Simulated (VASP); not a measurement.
# GaP (l.b) (F-43m) in VASP: further runs

Runs on GaP (l.b). Level: LDA. Tasks: single point.

Everything below comes from runs of VASP 6.6.1. Logs are shortened: lines on timing, memory, paths and dates and some standing lists are left out, and cuts for length are marked.

### 1 The cell of the first run

It takes space group F-43m (No. 216, cubic). Conventional cell: a = 5.440 Å, b = 5.440 Å, c = 5.440 Å, α = 90.00°, β = 90.00°, γ = 90.00°. Ga (site symmetry -43m) has 4 P at 2.36 Å within 3.1 Å. P (site symmetry -43m) has 4 Ga at 2.36 Å within 3.1 Å.

### 2 Single point, LDA

File INCAR:

```
PREC     = Accurate       # precision mode
ENCUT    = 500            # plane-wave cutoff, eV
EDIFF    = 1E-6           # SCF threshold, eV
ISMEAR   = 0              # smearing method
SIGMA    = 0.1            # smearing width, eV
LREAL    = False          # projectors in reciprocal space
LASPH    = True           # aspherical terms in the spheres
NELM     = 120            # most SCF steps
ALGO     = Normal         # electronic algorithm
ISIF     = 2              # what is computed and relaxed
LWAVE    = False          # write WAVECAR
LCHARG   = False          # write CHGCAR
GGA      = CA             # functional
NBANDS   = 16             # bands
GGA_COMPAT= False
```

File KPOINTS:

```
regular mesh
0
Gamma
  6 6 6
```

File POSCAR:

```
GaP
1.0
    0.0000000000      2.7200000000      2.7200000000
    2.7200000000      0.0000000000      2.7200000000
    2.7200000000      2.7200000000      0.0000000000
Ga P
1 1
Direct
    0.0000000000      0.0000000000      0.0000000000
    0.2500000000      0.2500000000      0.2500000000
```

Potentials or basis: VASP PAW LDA potentials, release 64 (Ga_d, P).

Run with:

```
> cat potpaw_LDA.64/Ga_d/POTCAR potpaw_LDA.64/P/POTCAR > POTCAR
> mpirun -np 1 vasp_std > vasp.out
```

OUTCAR:

```text
PREC = Accurate
   ENCUT = 500
   EDIFF = 1E-6
   ISMEAR = 0
   LREAL = False
   LASPH = True
   NELM = 120
   ISIF = 2
   GGA = CA

 ion  position               nearest neighbor table
   1  0.000  0.000  0.000-   2 2.36   2 2.36   2 2.36   2 2.36
   2  0.250  0.250  0.250-   1 2.36   1 2.36   1 2.36   1 2.36

  LATTYP: Found a face centered cubic cell.
 ALAT       =     5.4400000000

  Lattice vectors:

 A1 = (   0.0000000000,   2.7200000000,   2.7200000000)
 A2 = (   2.7200000000,   0.0000000000,   2.7200000000)
 A3 = (   2.7200000000,   2.7200000000,   0.0000000000)

Analysis of symmetry for initial positions (statically):
=====================================================================
 Subroutine PRICEL returns:
 Original cell was already a primitive cell.

 Routine SETGRP: Setting up the symmetry group for a
 face centered cubic supercell.

 Subroutine GETGRP returns: Found 24 space group operations
 (whereof 24 operations were pure point group operations)
 out of a pool of 48 trial point group operations.

The static configuration has the point symmetry T_d .

Analysis of symmetry for dynamics (positions and initial velocities):
=====================================================================
 Subroutine PRICEL returns:
 Original cell was already a primitive cell.

 Routine SETGRP: Setting up the symmetry group for a
 face centered cubic supercell.

 Subroutine GETGRP returns: Found 24 space group operations
 (whereof 24 operations were pure point group operations)
 out of a pool of 48 trial point group operations.

The dynamic configuration has the point symmetry T_d .

 Subroutine INISYM returns: Found 24 space group operations
 (whereof 24 operations are pure point group operations),
 and found     1 'primitive' translations

----------------------------------------------------------------------------------------

                                     Primitive cell

  volume of cell :      40.2473

  direct lattice vectors                    reciprocal lattice vectors
     0.000000000  2.720000000  2.720000000    -0.183823529  0.183823529  0.183823529
     2.720000000  0.000000000  2.720000000     0.183823529 -0.183823529  0.183823529
     2.720000000  2.720000000  0.000000000     0.183823529  0.183823529 -0.183823529

  length of vectors
     3.846660890  3.846660890  3.846660890     0.318391693  0.318391693  0.318391693

  position of ions in fractional coordinates (direct lattice)
     0.000000000  0.000000000  0.000000000
[... 68 lines left out ...]
   NELM   =    120;   NELMIN=  2; NELMDL= -5     # of ELM steps
   EDIFF  = 0.1E-05   stopping-criterion for ELM
   LREAL  =      F    real-space projection
   EDIFFG = 0.1E-04   stopping-criterion for IOM
   NSW    =      0    number of steps for IOM
   IBRION =     -1    ionic relax: 0-MD 1-quasi-New 2-CG
   NFREE  =      0    steps in history (QN), initial steepest desc. (CG)
   ISIF   =      2    stress and relaxation
   ISYM   =      2    0-nonsym 1-usesym 2-fastsym
   POTIM  = 0.5000    time-step for ionic-motion
   TEBEG  =    0.0;   TEEND  =   0.0 temperature during run
   PSTRESS=    0.0 pullay stress
   NELECT =      18.0000    total number of electrons
   NUPDOWN=      -1.0000    fix difference up-down
   EMIN   =  10.00;   EMAX   =-10.00  energy-range for DOS
   EFERMI =   0.00;   METHOD = LEGACY
   ISMEAR =     0;   SIGMA  =   0.10  broadening in eV -4-tet -1-fermi 0-gaus
   EFERMI_NEDOS =   21; number of points for ismear=-14 and -15
   IALGO  =     38    algorithm
   IMIX   =      4    mixing-type and parameters
     AMIX     =   0.40;   BMIX     =  1.00
     AMIX_MAG =   1.60;   BMIX_MAG =  1.00
  volume/ion in A,a.u.               =      20.12       135.80
  Fermi-wavevector in a.u.,A,eV,Ry     =   1.251949  2.365841 21.325462  1.567377
  Thomas-Fermi vector in A             =   2.385873
   LORBIT       =      0    0 simple, 1 ext, 2 COOP (PROOUT), +10 PAW based schemes
   GGA     = CA    functional components
   LHFCALC =     F    Hartree Fock is set to
   AEXX    =    0.0000 exact exchange contribution
   IVDW    =     0    specifies the selected vdW correction
   LEPSILON=     F    determine dielectric tensor
   LRPA    =     F    only Hartree local field effects (RPA)
 non-spin polarized calculation
 Gauss-broadening in eV      SIGMA  =   0.10
  energy-cutoff  :      500.00
  volume of cell :       40.25
 maximum number of plane-waves:      1034
   NGX = 13   NGY = 13   NGZ = 13

 number of electron      18.0000015 magnetization

 Free energy of the ion-electron system (eV)
  ---------------------------------------------------
  ext. energy  EPLUGINS =         0.00000000
  ---------------------------------------------------
  free energy    TOTEN  =       -10.42827731 eV

  energy without entropy =      -10.42827731  energy(sigma->0) =      -10.42827731

 E-fermi :   5.0350     XC(G=0): -10.1882

 val. band max:        4.5718555257   @ k =   0.0000   0.0000   0.0000
 cond. band min:       6.0507940648   @ k =   0.5000   0.5000   0.0000
 fundamental gap:      1.4789385391
 Fermi energy:         5.0349703856

 k-point     1 :       0.0000    0.0000    0.0000
  band No.  band energies     occupation
      1     -10.1512      2.00000
      2     -10.1512      2.00000
      3     -10.1512      2.00000
      4     -10.0516      2.00000
      5     -10.0516      2.00000
      6      -7.9830      2.00000
[... 281 lines left out ...]
      3     -10.0909      2.00000
      4     -10.0726      2.00000
      5     -10.0383      2.00000
      6      -4.8784      2.00000
[... 8 lines left out ...]
     15      16.4538      0.00000
     16      18.1559      0.00000

------------------------ aborting loop because EDIFF is reached ----------------------------------------

  FORCE on cell =-STRESS in cart. coord.  units (eV):
  Direction    XX          YY          ZZ          XY          YZ          ZX
  --------------------------------------------------------------------------------------
  -------------------------------------------------------------------------------------
  Total       -0.5535524     -0.5535524     -0.5535524     -0.0000000      0.0000000     -0.0000000
  in kB      -22.0359917    -22.0359917    -22.0359917     -0.0000000      0.0000000     -0.0000000
  external PRESSURE =     -22.0359917 kB  Pullay stress =       0.0000000 kB

 VOLUME and BASIS-vectors are now :
 -----------------------------------------------------------------------------
  energy-cutoff  :      500.00
  volume of cell :       40.25
      direct lattice vectors                 reciprocal lattice vectors
     0.000000000  2.720000000  2.720000000    -0.183823529  0.183823529  0.183823529
     2.720000000  0.000000000  2.720000000     0.183823529 -0.183823529  0.183823529
     2.720000000  2.720000000  0.000000000     0.183823529  0.183823529 -0.183823529

 POSITION                                       TOTAL-FORCE (eV/Angst)
 -----------------------------------------------------------------------------------
      0.00000      0.00000      0.00000        -0.000000     -0.000000     -0.000000
      1.36000      1.36000      1.36000         0.000000      0.000000      0.000000
 -----------------------------------------------------------------------------------
    total drift:                                0.000001      0.000001      0.000001

  FREE ENERGIE OF THE ION-ELECTRON SYSTEM (eV)
  ---------------------------------------------------
  free  energy   TOTEN  =       -10.4282773144 eV

  energy  without entropy=      -10.4282773144  energy(sigma->0) =      -10.42827731
```

OSZICAR:

```text
N       E                     dE             d eps       ncg     rms          rms(c)
DAV:   1     0.811400599440E+02    0.81140E+02   -0.88350E+03   544   0.161E+03
DAV:   2    -0.430943854662E+01   -0.85449E+02   -0.81618E+02   592   0.316E+02
DAV:   3    -0.106479509691E+02   -0.63385E+01   -0.63200E+01   640   0.661E+01
DAV:   4    -0.107530478347E+02   -0.10510E+00   -0.10508E+00   656   0.927E+00
DAV:   5    -0.107550925797E+02   -0.20447E-02   -0.20447E-02   600   0.116E+00    0.435E+00
DAV:   6    -0.104816357596E+02    0.27346E+00   -0.36353E-01   816   0.103E+01    0.280E+00
DAV:   7    -0.104331157586E+02    0.48520E-01   -0.84810E-02   656   0.202E+00    0.104E+00
DAV:   8    -0.104283031127E+02    0.48126E-02   -0.11618E-02   624   0.118E+00    0.193E-01
DAV:   9    -0.104282699241E+02    0.33189E-04   -0.10024E-03   760   0.411E-01    0.628E-02
DAV:  10    -0.104282709978E+02   -0.10737E-05   -0.54310E-05   728   0.849E-02    0.271E-02
DAV:  11    -0.104282775626E+02   -0.65648E-05   -0.97333E-06   608   0.459E-02    0.800E-03
DAV:  12    -0.104282773144E+02    0.24823E-06   -0.51574E-07   440   0.798E-03
   1 F= -.10428277E+02 E0= -.10428277E+02  d E =-.379783E-12
```

stdout:

```text
POSCAR found type information on POSCAR GaP
 POSCAR found :  2 types and       2 ions
 scaLAPACK will be used
 LDA part: xc-table for (Slater(with rela. corr.)+CA(PZ))
 , standard interpolation
 POSCAR, INCAR and KPOINTS ok, starting setup
 FFT: planning ... GRIDC
 FFT: planning ... GRID_SOFT
 FFT: planning ... GRID
 WAVECAR not read
 entering main loop
```

It took 15 s on 1 thread of Intel Xeon 8259CL, shared host; peak memory 0.14 GiB.

What came out:

```yaml
Free_energy: -10.4283 eV
Pressure: -2.2 GPa
Band_gap_on_the_k_mesh: 1.48 eV, indirect (least direct gap 1.68 eV)
```

### 3 Single point, LDA

This run uses another cell than the first one, of 19.59 Å³/atom, 0.973 times its volume.

File INCAR:

```
SYSTEM = GaP
PREC = Accurate
ENCUT = 500
EDIFF = 1E-6
ISMEAR = 0
SIGMA = 0.02
LREAL = .False.
LASPH = .True.
NELM = 120
ALGO = Normal
ISIF = 2
LWAVE = .False.
LCHARG = .False.
GGA = CA
NBANDS = 16
GGA_COMPAT = .False.
```

File KPOINTS:

```
Automatic mesh
0
Gamma
  10 10 10
  0 0 0
```

File POSCAR:

```
GaP
1.0
    0.0000000000      2.6957342448      2.6957342448
    2.6957342448      0.0000000000      2.6957342448
    2.6957342448      2.6957342448      0.0000000000
Ga P
1 1
Direct
    0.0000000000      0.0000000000      0.0000000000
    0.2500000000      0.2500000000      0.2500000000
```

Potentials or basis: VASP PAW LDA potentials, release 64 (Ga_d, P).

Run with:

```
> cat potpaw_LDA.64/Ga_d/POTCAR potpaw_LDA.64/P/POTCAR > POTCAR
> mpirun -np 1 vasp_std > vasp.out
```

Wall time 40 s (1 thread of Intel Xeon 8259CL, shared host); peak memory 0.15 GiB.

Results (log left out):

| Quantity | Value |
| --- | --- |
| Free energy | -10.4530 eV |
| Pressure | 0.1 GPa |
| Band gap on the k mesh | 1.40 eV, indirect (least direct gap 1.91 eV) |

Levels at points of the mesh, in eV from the valence-band top:
```tsv
k point	band 6	band 7	band 8	band 9	band 10	band 11	band 12	band 13
(0.00, 0.00, 0.00)	-12.76	0.00	0.00	0.00	1.91	3.78	3.78	3.78
(0.50, 0.00, 0.00)	-10.57	-6.90	-1.18	-1.18	1.62	4.62	4.62	8.11
(0.50, 0.50, 0.00)	-9.60	-6.99	-2.82	-2.82	1.43	1.65	10.70	10.70
```

### 4 Single point, LDA

This run uses another cell than the first one, of 19.59 Å³/atom, 0.973 times its volume.

File INCAR:

```
PREC = Accurate
ENCUT = 500
EDIFF = 1E-6
ISMEAR = 0
SIGMA = 0.02
LREAL = False
LASPH = True
NELM = 120
ALGO = Normal
ISIF = 2
LWAVE = False
LCHARG = False
GGA = CA
NBANDS = 16
GGA_COMPAT = False
```

File KPOINTS:

```
Automatic mesh
0
Gamma
  10 10 10
```

POSCAR is that of step 3.

Run with:

```
> cat potpaw_LDA.64/Ga_d/POTCAR potpaw_LDA.64/P/POTCAR > POTCAR
> mpirun -np 1 vasp_std > vasp.out
```

Run time: 38 s. Hardware: 1 thread of Intel Xeon 8259CL, shared host; peak memory 0.15 GiB.

Results (log left out):

- Free energy: -10.4530 eV
- Pressure: 0.1 GPa
- Band gap on the k mesh: 1.40 eV, indirect (least direct gap 1.91 eV)

Levels at points of the mesh, in eV from the valence-band top:
| k point | band 6 | band 7 | band 8 | band 9 | band 10 | band 11 | band 12 | band 13 |
| --- | --- | --- | --- | --- | --- | --- | --- | --- |
| (0.00, 0.00, 0.00) | -12.76 | 0.00 | 0.00 | 0.00 | 1.91 | 3.78 | 3.78 | 3.78 |
| (0.50, 0.00, 0.00) | -10.57 | -6.90 | -1.18 | -1.18 | 1.62 | 4.62 | 4.62 | 8.11 |
| (0.50, 0.50, 0.00) | -9.60 | -6.99 | -2.82 | -2.82 | 1.43 | 1.65 | 10.70 | 10.70 |

A k mesh can miss the band edges.
